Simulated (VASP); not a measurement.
Crystal: CdS.

```xyz
2
Lattice="0.0000 2.7268 2.7183 2.7268 0.0000 2.7183 2.7268 2.7268 0.0000" Properties=species:S:1:pos:R:3 pbc="T T T"
Cd    0.0000    0.0000    0.0000
S     2.7268    2.7268    2.7183
```

This cell differs from its parent crystal: uniaxial z strain -0.3%.

Base run:

| Property | Result |
| --- | --- |
| Program | VASP 6.6.1 |
| Functional | HSE06 |
| Potentials or basis | VASP PAW PBE potentials, release 64 (Cd, S) |
| Cutoff | 520 eV |
| k mesh | 6 × 6 × 6 |
| Occupations | gaussian, width 0.01 eV |
| Spin | no spin polarisation |

Its results: band gap on the k mesh 1.21 eV (least direct gap 2.76 eV); pressure 0.6 GPa.

Q: The run is repeated on the same cell with these changes: functional from HSE06 to r2SCAN; k mesh from 6 × 6 × 6 to 8 × 8 × 8. What comes out?

A: Band gap on the k mesh 0.72 eV (least direct gap 2.37 eV); pressure 0.7 GPa.

Several settings changed at once.

Caveats: the PAW data sets were made with another functional, which shifts forces and pressure a little.

A k mesh can miss the band edges.
